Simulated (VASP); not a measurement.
Crystal: InSb.

```
In Sb
1.0
     0.00000    3.45759    3.45759
     3.45759    0.00000    3.45759
     3.45759    3.45759    0.00000
In Sb
1 1
Cartesian
  0.0000 0.0000 0.0000
  1.7288 1.7288 1.7288
```

This cell differs from its parent crystal: strain +5.4%.

Base run:

* Program: VASP 6.6.1
* Functional: PBE
* Potentials or basis: VASP PAW PBE potentials, release 64 (In_d, Sb)
* Cutoff: 520 eV
* k mesh: 6 × 6 × 6
* Occupations: fermi-dirac, width 0.02 eV
* Spin: no spin polarisation

Its results: band gap on the k mesh zero (filled and empty bands touch); pressure -3.3 GPa.

The run is repeated on the same cell with these changes: functional from PBE to r2SCAN; further incar settings from ALGO = Normal; EDIFF = 1e-07; NBANDS = 16 to ALGO = Normal; EDIFF = 1e-06; NBANDS = 16. What comes out?

Band gap on the k mesh zero (filled and empty bands touch); pressure -4.7 GPa.

Caveats: spin-orbit coupling is left out, which moves the levels of the heavy elements; the PAW data sets were made with another functional, which shifts forces and pressure a little (some runs).
